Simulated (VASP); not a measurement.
# Nb16Cu (a cell with a defect) in VASP: a series of runs

Runs on Nb16Cu (a cell with a defect). Level: PBE. Tasks: single point.

Program: VASP 6.6.1. These are calculated values, not measurements. Logs are shortened: lines on timing, memory, paths and dates and some standing lists are left out, and cuts for length are marked.

### Step 1. The cell of the first run

The cell holds a defect, 17 atoms: a = 6.600 Å, b = 6.600 Å, c = 6.600 Å, α = 90.00°, β = 90.00°, γ = 90.00°.

### Step 2. Single point, PBE

File INCAR:

```
ALGO = Normal
EDIFF = 1E-6
ENCUT = 520
GGA = PE
ISIF = 2
ISMEAR = -1
LASPH = T
LCHARG = F
LREAL = Auto
LWAVE = F
NBANDS = 124
NELM = 100
PREC = Accurate
SIGMA = 0.05
```

File KPOINTS:

```
k-points
0
Gamma
  2 2 2
```

File POSCAR:

```
Nb16Cu
1.0
    6.6000000000      0.0000000000      0.0000000000
    0.0000000000      6.6000000000      0.0000000000
    0.0000000000      0.0000000000      6.6000000000
Nb Cu
16 1
Direct
   -0.0151818182      0.1059242424      0.0032575758
    0.4933636364      0.1072575758      0.0104545455
   -0.0562272727      0.6043484848      0.0207121212
   -0.0219090909      0.1171818182      0.5164393939
    0.2110757576      0.3340151515      0.2615454545
    0.4276818182      0.5746818182      0.0639393939
    0.4722121212      0.0975757576      0.5291060606
    0.6955757576      0.3445454545      0.2748787879
   -0.0602272727      0.6107272727      0.5045151515
    0.1953939394      0.8459545455      0.2579242424
    0.2497727273      0.3595909091      0.7636060606
    0.4370909091      0.5766060606      0.4529090909
    0.6788484848      0.8443030303      0.2515606061
    0.7364545455      0.3353333333      0.7866363636
    0.2096969697      0.8621363636      0.7601363636
    0.7818181818      0.9104393939      0.7341969697
    0.5475606061      0.6659242424      0.7726212121
```

Potentials or basis: VASP PAW PBE potentials, release 64 (Nb_sv, Cu).

On the command line:

```sh
$ cat potpaw_PBE.64/Nb_sv/POTCAR potpaw_PBE.64/Cu/POTCAR > POTCAR
$ mpirun -np 1 vasp_std > vasp.out
```

OUTCAR:

```text
EDIFF = 1E-6
   ENCUT = 520
   GGA = PE
   ISIF = 2
   ISMEAR = -1
   LASPH = T
   LREAL = Auto
   NELM = 100
   PREC = Accurate

 ion  position               nearest neighbor table
   1  0.985  0.106  0.003-  16 2.57  14 2.65  15 2.71   5 2.72  10 2.77  11 2.89
   2  0.493  0.107  0.010-  14 2.65  13 2.65   8 2.70  11 2.83   5 2.91  16 2.94  15 2.98
   3  0.944  0.604  0.021-  14 2.72  10 2.78  13 2.81   8 2.90  16 2.97   5 2.97  15 2.99
   4  0.978  0.117  0.516-  16 2.37   5 2.69  15 2.79  14 2.79  10 2.86   8 2.88  11 2.90
   5  0.211  0.334  0.262-   6 2.50  12 2.53   4 2.69   1 2.72   2 2.91   7 2.92   3 2.97   9 3.02

   6  0.428  0.575  0.064-  17 2.16   5 2.50  12 2.57  10 2.68  11 2.71   8 2.72  13 2.73
   7  0.472  0.098  0.529-  16 2.74  11 2.75   8 2.77  15 2.78  13 2.83  14 2.90   5 2.92
   8  0.696  0.345  0.275-  12 2.58   2 2.70   6 2.72   7 2.77   9 2.83   4 2.88   3 2.90
   9  0.940  0.611  0.505-  16 2.70  10 2.81   8 2.83  13 2.85  14 2.93  15 2.96   5 3.02
  10  0.195  0.846  0.258-   6 2.68  12 2.71   1 2.77   3 2.78   9 2.81   4 2.86
  11  0.250  0.360  0.764-   6 2.71   7 2.75  12 2.79  17 2.82   2 2.83   1 2.89   4 2.90
  12  0.437  0.577  0.453-  17 2.31   5 2.53   6 2.57   8 2.58  10 2.71  13 2.73  11 2.79
  13  0.679  0.844  0.252-   2 2.65  12 2.73   6 2.73   3 2.81   7 2.83   9 2.85
  14  0.736  0.335  0.787-  17 2.51   2 2.65   1 2.65   3 2.72   4 2.79  16 2.84   7 2.90   9 2.93

  15  0.210  0.862  0.760-  17 2.58   1 2.71   7 2.78   4 2.79  16 2.85   9 2.96   2 2.98   3 2.99

  16  0.782  0.910  0.734-  17 2.25   4 2.37   1 2.57   9 2.70   7 2.74  14 2.84  15 2.85   2 2.94
                             3 2.97
  17  0.548  0.666  0.773-   6 2.16  16 2.25  12 2.31  14 2.51  15 2.58  11 2.82

  LATTYP: Found a simple cubic cell.
 ALAT       =     6.6000000000

  Lattice vectors:

 A1 = (   6.6000000000,   0.0000000000,   0.0000000000)
 A2 = (   0.0000000000,   6.6000000000,   0.0000000000)
 A3 = (   0.0000000000,   0.0000000000,   6.6000000000)

Analysis of symmetry for initial positions (statically):
=====================================================================
 Subroutine PRICEL returns:
 Original cell was already a primitive cell.

 Routine SETGRP: Setting up the symmetry group for a
 simple cubic supercell.

 Subroutine GETGRP returns: Found  1 space group operations
 (whereof  1 operations were pure point group operations)
 out of a pool of 48 trial point group operations.

The static configuration has the point symmetry C_1 .

Analysis of symmetry for dynamics (positions and initial velocities):
=====================================================================
 Subroutine PRICEL returns:
 Original cell was already a primitive cell.

 Routine SETGRP: Setting up the symmetry group for a
 simple cubic supercell.

 Subroutine GETGRP returns: Found  1 space group operations
 (whereof  1 operations were pure point group operations)
 out of a pool of 48 trial point group operations.

The dynamic configuration has the point symmetry C_1 .

 Subroutine INISYM returns: Found  1 space group operations
 (whereof  1 operations are pure point group operations),
 and found     1 'primitive' translations

----------------------------------------------------------------------------------------

                                     Primitive cell

  volume of cell :     287.4960

  direct lattice vectors                    reciprocal lattice vectors
     6.600000000  0.000000000  0.000000000     0.151515152  0.000000000  0.000000000
     0.000000000  6.600000000  0.000000000     0.000000000  0.151515152  0.000000000
     0.000000000  0.000000000  6.600000000     0.000000000  0.000000000  0.151515152

  length of vectors
     6.600000000  6.600000000  6.600000000     0.151515152  0.151515152  0.151515152

  position of ions in fractional coordinates (direct lattice)
     0.984818182  0.105924242  0.003257576
     0.493363636  0.107257576  0.010454545
     0.943772727  0.604348485  0.020712121
     0.978090909  0.117181818  0.516439394
     0.211075758  0.334015151  0.261545455
     0.427681818  0.574681818  0.063939394
[... 9 lines left out ...]
     0.781818182  0.910439394  0.734196970
     0.547560606  0.665924242  0.772621212

  ion indices of the primitive-cell ions
   primitive index   ion index
                 1           1
                 2           2
                 3           3
                 4           4
                 5           5
                 6           6
[... 9 lines left out ...]
                16          16
                17          17

----------------------------------------------------------------------------------------

 KPOINTS: k-points

Automatic generation of k-mesh.
 Grid dimensions read from file:
 generate k-points for:    2    2    2

 Generating k-lattice:

  Cartesian coordinates                     Fractional coordinates (reciprocal lattice)
     0.075757576  0.000000000  0.000000000     0.500000000  0.000000000  0.000000000
     0.000000000  0.075757576  0.000000000     0.000000000  0.500000000  0.000000000
     0.000000000  0.000000000  0.075757576     0.000000000  0.000000000  0.500000000

  Length of vectors
     0.075757576  0.075757576  0.075757576

  Shift w.r.t. Gamma in fractional coordinates (k-lattice)
     0.000000000  0.000000000  0.000000000

 Subroutine IBZKPT returns following result:
 ===========================================

 Found      8 irreducible k-points:

 Following reciprocal coordinates:
            Coordinates               Weight
  0.000000  0.000000  0.000000      1.000000
  0.500000  0.000000  0.000000      1.000000
  0.000000  0.500000  0.000000      1.000000
  0.000000  0.000000  0.500000      1.000000
  0.500000  0.500000  0.000000      1.000000
  0.000000  0.500000  0.500000      1.000000
  0.500000  0.000000  0.500000      1.000000
  0.500000  0.500000  0.500000      1.000000
   k-points           NKPTS =      8   k-points in BZ     NKDIM =      8   number of bands    NBANDS=    124
   number of dos      NEDOS =    301   number of ions     NIONS =     17
   total plane-waves  NPLWV = 125000
   dimension x,y,z NGX =    50 NGY =   50 NGZ =   50
   dimension x,y,z NGXF=   100 NGYF=  100 NGZF=  100
   ions per type =              16   1
   NGX,Y,Z   is equivalent  to a cutoff of  12.59, 12.59, 12.59 a.u.
   NGXF,Y,Z  is equivalent  to a cutoff of  25.19, 25.19, 25.19 a.u.
 SYSTEM =  unknown system
   PREC   = accura    normal or accurate (medium, high low for compatibility)
   ISTART =      0    job   : 0-new  1-cont  2-samecut
   ICHARG =      2    charge: 1-file 2-atom 10-const
   ISPIN  =      1    spin polarized calculation?
   LNONCOLLINEAR =      F non collinear calculations
   LSORBIT =      F    spin-orbit coupling
   LASPH  =      T    aspherical Exc in radial PAW
   ENCUT  =  520.0 eV  38.22 Ry    6.18 a.u.  12.27 12.27 12.27*2*pi/ulx,y,z
   NELM   =    100;   NELMIN=  2; NELMDL= -5     # of ELM steps
   EDIFF  = 0.1E-05   stopping-criterion for ELM
   LREAL  =      T    real-space projection
   EDIFFG = 0.1E-04   stopping-criterion for IOM
   NSW    =      0    number of steps for IOM
   IBRION =     -1    ionic relax: 0-MD 1-quasi-New 2-CG
   NFREE  =      0    steps in history (QN), initial steepest desc. (CG)
   ISIF   =      2    stress and relaxation
   ISYM   =      2    0-nonsym 1-usesym 2-fastsym
   POTIM  = 0.5000    time-step for ionic-motion
   TEBEG  =    0.0;   TEEND  =   0.0 temperature during run
   PSTRESS=    0.0 pullay stress
   NELECT =     219.0000    total number of electrons
   NUPDOWN=      -1.0000    fix difference up-down
   EMIN   =  10.00;   EMAX   =-10.00  energy-range for DOS
   EFERMI =   0.00;   METHOD = LEGACY
   ISMEAR =    -1;   SIGMA  =   0.05  broadening in eV -4-tet -1-fermi 0-gaus
   EFERMI_NEDOS =   21; number of points for ismear=-14 and -15
   IALGO  =     38    algorithm
   IMIX   =      4    mixing-type and parameters
     AMIX     =   0.40;   BMIX     =  1.00
     AMIX_MAG =   1.60;   BMIX_MAG =  1.00
  volume/ion in A,a.u.               =      16.91       114.12
  Fermi-wavevector in a.u.,A,eV,Ry     =   1.495130  2.825386 30.414647  2.235413
  Thomas-Fermi vector in A             =   2.607314
   LORBIT       =      0    0 simple, 1 ext, 2 COOP (PROOUT), +10 PAW based schemes
   GGA     = PE    functional components
   LHFCALC =     F    Hartree Fock is set to
   AEXX    =    0.0000 exact exchange contribution
   IVDW    =     0    specifies the selected vdW correction
   LEPSILON=     F    determine dielectric tensor
   LRPA    =     F    only Hartree local field effects (RPA)
 non-spin polarized calculation
  energy-cutoff  :      520.00
  volume of cell :      287.50
 maximum number of plane-waves:      7809
 NGX is ok and might be reduce to    50
   NGX = 25   NGY = 25   NGZ = 25

 number of electron     218.9999989 magnetization

 Free energy of the ion-electron system (eV)
  ---------------------------------------------------
  ext. energy  EPLUGINS =         0.00000000
  ---------------------------------------------------
  free energy    TOTEN  =      -161.57719307 eV

  energy without entropy =     -161.46390976  energy(sigma->0) =     -161.52055141

 E-fermi :  11.8234     XC(G=0): -12.6964

 val. band max:       11.8202427197   @ k =   0.0000   0.0000   0.5000
 cond. band min:      11.8261933803   @ k =   0.0000   0.5000   0.5000
 fundamental gap:      0.0059506606
 Fermi energy:        11.8233620701

 k-point     1 :       0.0000    0.0000    0.0000
  band No.  band energies     occupation
      1     -42.7999      2.00000
      2     -42.6537      2.00000
      3     -42.6325      2.00000
      4     -42.6129      2.00000
      5     -42.5743      2.00000
      6     -42.5642      2.00000
[... 113 lines left out ...]
    120      13.6076      0.00000
    121      13.7346      0.00000

 k-point     2 :       0.5000    0.0000    0.0000
  band No.  band energies     occupation
      1     -42.7453      2.00000
      2     -42.7245      2.00000
      3     -42.6341      2.00000
      4     -42.6109      2.00000
      5     -42.5811      2.00000
      6     -42.5654      2.00000
[... 741 lines left out ...]
      4     -42.6272      2.00000
      5     -42.6233      2.00000
      6     -42.5867      2.00000
[... 113 lines left out ...]
    120      13.9169      0.00000
    121      14.2815      0.00000
 [bands above 121 left out]

------------------------ aborting loop because EDIFF is reached ----------------------------------------

  FORCE on cell =-STRESS in cart. coord.  units (eV):
  Direction    XX          YY          ZZ          XY          YZ          ZX
  --------------------------------------------------------------------------------------
  -------------------------------------------------------------------------------------
  Total       26.0210595     28.8906352     37.3093978      3.7465525     -2.1336330     -2.7968459
  in kB      145.0119365    161.0037036    207.9203586     20.8790436    -11.8904555    -15.5864538
  external PRESSURE =     171.3119996 kB  Pullay stress =       0.0000000 kB

 VOLUME and BASIS-vectors are now :
 -----------------------------------------------------------------------------
  energy-cutoff  :      520.00
  volume of cell :      287.50
      direct lattice vectors                 reciprocal lattice vectors
     6.600000000  0.000000000  0.000000000     0.151515152  0.000000000  0.000000000
     0.000000000  6.600000000  0.000000000     0.000000000  0.151515152  0.000000000
     0.000000000  0.000000000  6.600000000     0.000000000  0.000000000  0.151515152

 POSITION                                       TOTAL-FORCE (eV/Angst)
 -----------------------------------------------------------------------------------
      6.49980      0.69910      0.02150         0.195493      0.531799      1.830909
      3.25620      0.70790      0.06900        -1.916409     -1.112798      0.105956
      6.22890      3.98870      0.13670         0.557212      0.013691     -0.714642
      6.45540      0.77340      3.40850         1.060100      0.562785     -1.852476
      1.39310      2.20450      1.72620        -1.794180     -0.664233      0.450011
      2.82270      3.79290      0.42200        -0.443996     -0.216597     -0.174164
[... 9 lines left out ...]
      5.16000      6.00890      4.84570        -0.762858     -0.792283      0.942574
      3.61390      4.39510      5.09930         1.035972      0.727530     -1.086220
 -----------------------------------------------------------------------------------
    total drift:                                0.000361      0.002885     -0.001909

  FREE ENERGIE OF THE ION-ELECTRON SYSTEM (eV)
  ---------------------------------------------------
  free  energy   TOTEN  =      -161.5771930690 eV

  energy  without entropy=     -161.4639097587  energy(sigma->0) =     -161.52055141
```

Wall time 25 min (1 thread of Oxide Virtual Turin-like, shared host); peak memory 0.43 GiB.

What came out:

```yaml
Free_energy: -161.5772 eV
Pressure: 17.1 GPa
Largest_force: 2.789 eV/Å
Band_gap_on_the_k_mesh: zero (an odd number of electrons rules out a gap without spin polarisation)
```

Forces on the atoms (eV/Å):
```
Nb   0.195  0.532  1.831
Nb  -1.916 -1.113  0.106
Nb   0.557  0.014 -0.715
Nb   1.060  0.563 -1.852
Nb  -1.794 -0.664  0.450
Nb  -0.444 -0.217 -0.174
Nb  -0.329 -0.154 -0.985
Nb   1.929 -0.715 -0.622
Nb   0.604 -0.772  0.423
Nb  -0.590  0.876 -0.109
Nb  -1.546 -0.126  0.015
Nb  -0.449  0.773  2.642
Nb   2.036  0.610  0.583
Nb  -0.055  1.061 -1.287
Nb   0.468 -0.602 -0.161
Nb  -0.763 -0.792  0.943
Cu   1.036  0.728 -1.086
```

Stress tensor (GPa, compression positive):
```
14.50  2.09 -1.56
 2.09 16.10 -1.19
-1.56 -1.19 20.79
```

Levels at points of the mesh, in eV from the Fermi level:
| k point | band 106 | band 107 | band 108 | band 109 | band 110 | band 111 | band 112 | band 113 |
| --- | --- | --- | --- | --- | --- | --- | --- | --- |
| (0.00, 0.00, 0.00) | 0.07 | 0.16 | 0.25 | 0.31 | 0.35 | 0.52 | 0.56 | 0.68 |
| (0.50, 0.00, 0.00) | -0.38 | -0.33 | 0.03 | 0.24 | 0.28 | 0.45 | 0.53 | 0.55 |
| (0.00, 0.50, 0.00) | -0.41 | -0.24 | 0.01 | 0.06 | 0.23 | 0.42 | 0.48 | 0.55 |
| (0.00, 0.00, 0.50) | -0.23 | -0.16 | 0.00 | 0.09 | 0.10 | 0.37 | 0.49 | 0.55 |
| (0.50, 0.50, 0.00) | -0.54 | -0.48 | -0.46 | -0.32 | -0.25 | -0.13 | -0.03 | 0.24 |
| (0.00, 0.50, 0.50) | -0.49 | -0.38 | -0.34 | -0.26 | -0.19 | 0.00 | 0.09 | 0.29 |
| (0.50, 0.00, 0.50) | -0.56 | -0.53 | -0.39 | -0.30 | -0.21 | -0.13 | 0.12 | 0.19 |
| (0.50, 0.50, 0.50) | -1.15 | -1.11 | -1.03 | -0.99 | -0.96 | -0.82 | -0.66 | -0.58 |

Caveat: the k points lie up to 0.48 Å⁻¹ apart, too coarse for converged energies and pressures of a metal.

### Step 3. Single point, PBE

File INCAR:

```
SYSTEM = Nb16Cu
PREC = Accurate
ENCUT = 520
EDIFF = 1E-6
ISMEAR = -1
SIGMA = 0.05
LREAL = Auto
LASPH = .True.
NELM = 60
ALGO = Normal
ISIF = 2
LWAVE = .False.
LCHARG = .False.
GGA = PE
NBANDS = 124
```

File KPOINTS:

```
regular mesh
0
Gamma
  2 2 2
  0 0 0
```

File POSCAR:

```
Nb16Cu
1.0
    6.6000000000      0.0000000000      0.0000000000
    0.0000000000      6.6000000000      0.0000000000
    0.0000000000      0.0000000000      6.6000000000
Nb Cu
16 1
Direct
   -0.0075454545      0.1146969697      0.0061818182
    0.4707878788      0.1091060606      0.0331818182
   -0.0358333333      0.6126363636     -0.0146969697
    0.0083181818      0.1286060606      0.5033484848
    0.2022878788      0.3480909091      0.2676363636
    0.4646515152      0.5348636364      0.0992272727
    0.4760151515      0.1245757576      0.5319090909
    0.7520151515      0.3830454545      0.2621666667
   -0.0286515152      0.6440000000      0.5346212121
    0.2210151515      0.8641212121      0.2559393939
    0.2058939394      0.3808030303      0.7764242424
    0.4816363636      0.6229242424      0.4861515152
    0.7516363636      0.8750909091      0.2671818182
    0.7376363636      0.3648636364      0.7628181818
    0.2174242424      0.9046666667      0.7835757576
    0.7533787879      0.9519090909      0.7314090909
    0.5564242424      0.7134545455      0.8296060606
```

Potentials or basis: VASP PAW PBE potentials, release 64 (Nb_sv, Cu).

On the command line:

```sh
$ cat potpaw_PBE.64/Nb_sv/POTCAR potpaw_PBE.64/Cu/POTCAR > POTCAR
$ mpirun -np 1 vasp_std > vasp.out
```

Wall time 24 min (1 thread of Oxide Virtual Turin-like, shared host); peak memory 0.43 GiB.

It converged, with:

| Quantity | Value |
| --- | --- |
| Free energy | -161.2077 eV |
| Pressure | 17.3 GPa |
| Largest force | 2.582 eV/Å |
| Band gap on the k mesh | zero (an odd number of electrons rules out a gap without spin polarisation) |

Forces on the atoms (eV/Å):
```
Nb  -1.463  1.128  1.134
Nb   1.006 -0.248 -0.400
Nb   0.198  0.953  1.799
Nb  -1.332  0.493  0.146
Nb   0.102  0.313  1.105
Nb  -1.066  1.339 -0.827
Nb  -0.331  0.674 -1.335
Nb   0.660 -2.027  0.954
Nb   0.600 -0.241 -1.502
Nb   0.717 -0.543  0.860
Nb   2.334 -0.080 -0.659
Nb  -0.836  0.079  0.802
Nb  -1.272 -0.068 -0.505
Nb  -1.125  0.720 -0.443
Nb   0.948 -1.957 -1.392
Nb   2.013  0.646 -0.404
Cu  -1.151 -1.180  0.666
```

Stress tensor (GPa, compression positive):
```
16.24  2.83 -1.67
 2.83 17.93 -2.70
-1.67 -2.70 17.83
```

Levels at points of the mesh, in eV from the Fermi level:
```csv
k point,band 105,band 106,band 107,band 108,band 109,band 110,band 111,band 112,band 113,band 114
"(0.00, 0.00, 0.00)",-0.17,-0.07,0.12,0.18,0.24,0.45,0.59,0.65,0.74,0.85
"(0.50, 0.00, 0.00)",-0.39,-0.29,-0.18,-0.03,0.10,0.21,0.30,0.39,0.51,0.60
"(0.00, 0.50, 0.00)",-0.50,-0.36,-0.30,0.00,0.12,0.18,0.28,0.37,0.43,0.54
"(0.00, 0.00, 0.50)",-0.40,-0.36,-0.19,-0.01,0.17,0.30,0.40,0.44,0.52,0.60
"(0.50, 0.50, 0.00)",-0.62,-0.56,-0.49,-0.42,-0.37,-0.23,-0.09,0.11,0.15,0.42
"(0.00, 0.50, 0.50)",-0.65,-0.62,-0.58,-0.44,-0.30,-0.27,-0.16,0.00,0.09,0.38
"(0.50, 0.00, 0.50)",-0.67,-0.61,-0.43,-0.36,-0.32,-0.23,0.05,0.10,0.21,0.42
"(0.50, 0.50, 0.50)",-1.22,-1.19,-1.11,-1.02,-0.99,-0.84,-0.73,-0.60,-0.50,-0.32
```

Caveat: the k points lie up to 0.48 Å⁻¹ apart, too coarse for converged energies and pressures of a metal.
